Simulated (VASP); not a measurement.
Input of a VASP 6.6.1 run:

INCAR

```
SYSTEM = C
PREC = Accurate
ENCUT = 520
EDIFF = 1E-6
ISMEAR = 0
SIGMA = 0.05
LREAL = .FALSE.
LASPH = .TRUE.
NELM = 100
ALGO = Normal
ISIF = 2
LWAVE = .FALSE.
LCHARG = .FALSE.
LDIPOL = .TRUE.
IDIPOL = 3
DIPOL = 0.5 0.5 0.500
GGA = PE
IVDW = 12
IBRION = 2
NSW = 60
EDIFFG = -0.04
```

The input KPOINTS:

```
Automatic mesh
0
G
  12 12 1
  0 0 0
```

POSCAR

```
C
1.0
    2.4599989200      0.0000000000      0.0000000000
   -1.2299994600      2.1304215600      0.0000000000
    0.0000000000      0.0000000000     20.3673001571
C
4
Direct
    0.0000000000      0.0000000000      0.4173356279
    0.6666666700      0.3333333300      0.4178830789
    0.6666666700      0.3333333300      0.5821169211
    0.3333333300      0.6666666700      0.5826643721
```

Potentials or basis: VASP PAW PBE potentials, release 64 (C).

Run with:

```bash
$ cat potpaw_PBE.64/C/POTCAR > POTCAR
$ mpirun -np 1 vasp_std > vasp.out
```

(1) Estimate the energy gained by relaxing.

(2) Predict the band gap on the k mesh.

(3) Estimate the dispersion energy per atom.

Results:

(1) 0.4 meV/atom.

(2) zero (filled and empty bands touch).

(3) -0.120 eV.
